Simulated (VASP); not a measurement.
Input of a VASP 6.6.1 run:

INCAR

```
  ALGO = Normal
  EDIFF = 1E-6
  ENCUT = 520
  ISIF = 2
  ISMEAR = 0
  LASPH = T
  LCHARG = T
  LELF = T
  LREAL = F
  LVHAR = T
  LWAVE = F
  NBANDS = 25
  NELM = 100
  PREC = Accurate
  SIGMA = 0.01
```

Contents of KPOINTS:

```
k-points
0
Gamma
  6 6 8
```

The input POSCAR:

```
SiO2
1.0
    4.1064846246      0.0000000000      0.0000000000
    0.0000000000      4.1064846246      0.0000000000
    0.0000000000      0.0000000000      2.6200183902
Si O
2 4
Direct
    0.0000000000      0.0000000000      0.0000000000
    0.5000000000      0.5000000000      0.5000000000
    0.3059000000      0.3059000000      0.0000000000
    0.1941000000      0.8059000000      0.5000000000
    0.6941000000      0.6941000000      0.0000000000
    0.8059000000      0.1941000000      0.5000000000
```

Potentials or basis: VASP PAW LDA potentials, release 64 (Si, O).

Launch:

```console
$ cat potpaw_LDA.64/Si/POTCAR potpaw_LDA.64/O/POTCAR > POTCAR
$ mpirun -np 1 vasp_std > vasp.out
```

Problem. Estimate the pressure.

Solution. 16.0 GPa.

Problem. What does it give for the largest force?

Solution. 0.365 eV/Å.

Problem. Estimate the band gap on the k mesh.

Solution. 6.58 eV.

Forces in eV/Å, atoms in the order of the input:
```
Si   0.000  0.000  0.000
Si   0.000  0.000  0.000
O   -0.258 -0.258  0.000
O    0.258 -0.258  0.000
O    0.258  0.258  0.000
O   -0.258  0.258  0.000
```

Caveat: the cell stands under pressure. A k mesh can miss the band edges.
